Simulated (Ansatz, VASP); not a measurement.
**MgO in VASP and in Ansatz**

The input POSCAR:

```
MgO
1.0
    2.5714942600     -0.0518548678     -0.0518548678
   -0.0518548678      2.5714942600     -0.0518548678
   -0.0518548678     -0.0518548678      2.5714942600
Mg O
1 1
Direct
    0.0000000000      0.0000000000      0.0000000000
    0.5000000000      0.5000000000      0.5000000000
```

Contents of INCAR.step1:

```
ALGO     = Normal         # electronic algorithm
EDIFF    = 1E-5           # SCF threshold, eV
ENCUT    = 520            # plane-wave cutoff, eV
GGA      = PE             # functional
ISIF     = 2              # what is computed and relaxed
ISMEAR   = 0              # smearing method
LASPH    = T              # aspherical terms in the spheres
LCHARG   = F              # write CHGCAR
LREAL    = F              # projectors in reciprocal space
LWAVE    = T              # write WAVECAR
NBANDS   = 11             # bands
NELM     = 60             # most SCF steps
PREC     = Accurate       # precision mode
SIGMA    = 0.01           # smearing width, eV
```

File INCAR.step2:

```
ALGO     = Normal         # electronic algorithm
EDIFF    = 1E-6           # SCF threshold, eV
ENCUT    = 520            # plane-wave cutoff, eV
GGA      = PE             # functional
HFSCREEN = 0.2079         # screening, 1/A
ISIF     = 2              # what is computed and relaxed
ISMEAR   = 0              # smearing method
ISTART   = 1            
LASPH    = T              # aspherical terms in the spheres
LCHARG   = F              # write CHGCAR
LHFCALC  = T              # exact exchange
LREAL    = F              # projectors in reciprocal space
LWAVE    = F              # write WAVECAR
NBANDS   = 11             # bands
NELM     = 60             # most SCF steps
PREC     = Accurate       # precision mode
PRECFOCK = Normal       
SIGMA    = 0.01           # smearing width, eV
```

Contents of KPOINTS:

```
k-points
0
Gamma
  6 6 6
```

Input for Ansatz:

```yaml
crystal:
  lattice:
    - [2.57149426, -0.0518548678, -0.0518548678]
    - [-0.0518548678, 2.57149426, -0.0518548678]
    - [-0.0518548678, -0.0518548678, 2.57149426]
  atoms:
    - { symbol: Mg, position: [0.0, 0.0, 0.0] }
    - { symbol: O, position: [0.5, 0.5, 0.5] }
kpoints:
  mp_grid: { grid: [6, 6, 6] }
  band_path:
    path:
      - [0.0, 0.0, 0.0]
      - [0.0, 0.5, 0.0]
      - [0.5, 0.5, 0.0]
      - [0.5, 0.5, 0.5]
      - [0.0, 0.5, 0.5]
    npoints: 1
hamiltonian:
  xc: hse06
scf:
  occupations: { method: fixed }
  n_extra_bands: 4
output:
  forces: true
  stress: true
  eigenvalues: true
  write_density: true
  write_potential: true
  elf: true
  volumetric_format: npy
```

Change from the starting cell: shear_111 strain -5.9%.

Alike in both runs: task single point; functional HSE06; k mesh 6 × 6 × 6; no spin polarisation.

|  | VASP | Ansatz |
| --- | --- | --- |
| version | VASP 6.6.1 | Ansatz 0.2.0 |
| potentials or method | VASP PAW PBE potentials, release 64 (Mg, O) | plane waves, PAW |
| plane-wave cutoff (eV) | 520 | 420 |
| occupations | gaussian, width 0.01 eV | fixed |
| valence electrons in the cell | 8 | 16 |

```csv
,VASP,Ansatz,Ansatz less VASP
gap on the k mesh at the Fermi level (eV),4.83,4.89,+0.060
pressure (GPa),10.3,10.6,+0.36
"traceless stress, the component that is largest in VASP (GPa)",-1.49,-1.53,-0.037
```

VASP's potentials hold 8 valence electrons a cell and Ansatz's 16, so a difference there can come from the potentials and not from the codes. Ansatz's warnings: stress exchange threshold loose, stress scf threshold loose.
